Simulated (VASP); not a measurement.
Input of a VASP 6.6.1 run:

INCAR

```
SYSTEM = Al
PREC = Accurate
ENCUT = 400
EDIFF = 1E-6
ISMEAR = 1
SIGMA = 0.1
LREAL = .FALSE.
LASPH = .TRUE.
NELM = 120
ALGO = Normal
ISIF = 2
LWAVE = .FALSE.
LCHARG = .FALSE.
LDIPOL = .TRUE.
IDIPOL = 3
DIPOL = 0.5 0.5 0.657
GGA = PS
NBANDS = 14
GGA_COMPAT = .FALSE.
NELMDL = -8
```

File KPOINTS:

```
Automatic mesh
0
G
  15 15 1
  0 0 0
```

Contents of POSCAR:

```
Al
1.0
    2.9261087288      0.0000000000      0.0000000000
   -1.4630543644      2.5340844934      0.0000000000
    0.0000000000      0.0000000000     28.5040166384
Al
4
Direct
    0.6666666667      0.3333333333      0.5384394490
    0.3333333333      0.6666666667      0.6175427993
    1.0000000000      0.0000000000      0.6957065615
    0.6666666667      0.3333333333      0.7748276653
```

Potentials or basis: VASP PAW PBE potentials, release 64 (Al).

Run with:

```sh
$ cat potpaw_PBE.64/Al/POTCAR > POTCAR
$ mpirun -np 1 vasp_std > vasp.out
```

**Question.** Predict the band gap on the k mesh.

**Answer.** Zero (bands 6 and 7 overlap by 1.92 eV).

**Question.** What does it give for the largest force?

**Answer.** 0.004 eV/Å.

Forces on the atoms (eV/Å):
```
Al   0.000  0.000  0.002
Al   0.000  0.000 -0.001
Al   0.000  0.000  0.003
Al   0.000  0.000 -0.004
```

Caveat: the PAW data sets were made with another functional, which shifts forces and pressure a little.
